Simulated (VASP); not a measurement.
# CdHClO: single point with LDA

Crystal: CdHClO.

```
Cd H Cl O
1.0
     3.66480    0.00000    0.00000
    -1.83240    3.17381    0.00000
     0.00000    0.00000   10.23050
Cd H Cl O
2 2 2 2
Direct
  0.33333 0.66667 0.00791
  0.66667 0.33333 0.50791
  0.00000 0.00000 0.18000
  0.00000 0.00000 0.68000
  0.33333 0.66667 0.34330
  0.66667 0.33333 0.84330
  0.00000 0.00000 0.08920
  0.00000 0.00000 0.58920
```

```json
{"Program": "VASP 6.6.1", "Task": "single point", "Functional": "LDA", "Potentials or basis": "VASP PAW LDA potentials, release 64 (Cd, H, Cl, O)", "Cutoff": "520 eV", "k mesh": "5 × 5 × 2", "Occupations": "gaussian, width 0.01 eV", "Spin": "no spin polarisation", "Dipole correction": "no", "Further INCAR settings": "ALGO = Normal; EDIFF = 1e-06; NBANDS = 36"}
```

| Quantity | Value |
| --- | --- |
| Pressure | -0.6 GPa |
| Largest force | 3.412 eV/Å |
| Band gap on the k mesh | 2.34 eV, direct |

Forces on the atoms (eV/Å):
```
Cd   0.000  0.000  0.022
Cd   0.000  0.000  0.022
H    0.000  0.000  3.205
H    0.000  0.000  3.205
Cl   0.000  0.000  0.184
Cl   0.000  0.000  0.184
O    0.000  0.000 -3.412
O    0.000  0.000 -3.412
```

Stress tensor (GPa, compression positive):
```
-3.46  0.00  0.00
 0.00 -3.46  0.00
 0.00  0.00  4.97
```

Levels at points of the mesh, in eV from the valence-band top:
| k point | band 23 | band 24 | band 25 | band 26 | band 27 | band 28 | band 29 | band 30 |
| --- | --- | --- | --- | --- | --- | --- | --- | --- |
| (0.00, 0.00, 0.00) | -0.17 | -0.17 | 0.00 | 0.00 | 2.34 | 4.52 | 5.72 | 6.28 |
| (0.00, 0.00, 0.50) | -0.07 | -0.07 | -0.07 | -0.07 | 3.28 | 3.28 | 6.22 | 6.22 |

Run time: 58 s on 1 thread of Intel Xeon 8259CL (shared host), peak memory 0.22 GiB.

Caveat: forces of over 1 eV/Å act on the atoms, so gaps and moduli don't describe the material at rest. A hybrid or GW would open this gap; LDA tends to underestimate it.
